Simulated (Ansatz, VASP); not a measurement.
**Two plane-wave programs on SiC**

```
CELL_PARAMETERS angstrom
3.07550 0.00000 0.00000
-1.53775 2.66346 0.00000
0.00000 0.00000 5.04855
ATOMIC_POSITIONS crystal
Si 0.33333 0.66667 0.99960
Si 0.66667 0.33333 0.49960
C 0.33333 0.66667 0.37540
C 0.66667 0.33333 0.87540
```

Alike in both runs: functional r2SCAN; k mesh 9 × 9 × 6; occupations gaussian, width 0.02 eV; no spin polarisation.

Ansatz relaxed the structure, and its values are those at the end. VASP's run is a single point on that final structure, the one shown.

|  | VASP | Ansatz |
| --- | --- | --- |
| version | VASP 6.6.1 | Ansatz 0.2.0 |
| potentials or method | VASP PAW PBE potentials, release 64 (Si, C), cutoff 520 eV | scalar-relativistic, plane waves, PAW |
| valence electrons in the cell | 16 | 16 |

```csv
,VASP,Ansatz,Ansatz less VASP
gap on the k mesh at the Fermi level (eV),2.66,2.65,-0.008
least direct gap on the mesh (eV),4.52,4.51,-0.006
pressure (GPa),-0.2,0.0,+0.23
```

VASP's potentials were made for PBE, not for r2SCAN.
